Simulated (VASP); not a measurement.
Input of a VASP 6.6.1 run:

The input INCAR:

```
ALGO = Normal ; EDIFF = 1E-6
ENCUT = 520 ; GGA = PS
ISIF = 2 ; ISMEAR = 0
LASPH = T ; LCHARG = F
LREAL = F ; LWAVE = F
NBANDS = 9 ; NELM = 80
PREC = Accurate ; SIGMA = 0.1
```

Contents of KPOINTS:

```
k-points
0
Gamma
  27 27 16
```

POSCAR

```
Be
1.0
    2.2574735724      0.0000000000      0.0000000000
   -1.1287367862      1.9550294621      0.0000000000
    0.0000000000      0.0000000000      3.5521902660
Be
2
Direct
    0.3333333333      0.6666666667      0.7500000000
    0.6666666667      0.3333333333      0.2500000000
```

Potentials or basis: VASP PAW PBE potentials, release 64 (Be).

Command:

```bash
$ cat potpaw_PBE.64/Be/POTCAR > POTCAR
$ mpirun -np 1 vasp_std > vasp.out
```

Task: Estimate the band gap on the k mesh.

Result: Zero (bands 2 and 3 overlap by 2.15 eV).

Task: What does it give for the pressure?

Result: 0.4 GPa.

Stress tensor (GPa, compression positive):
```
0.34 0.00 0.00
0.00 0.34 0.00
0.00 0.00 0.44
```

Caveat: the PAW data sets were made with another functional, which shifts forces and pressure a little.
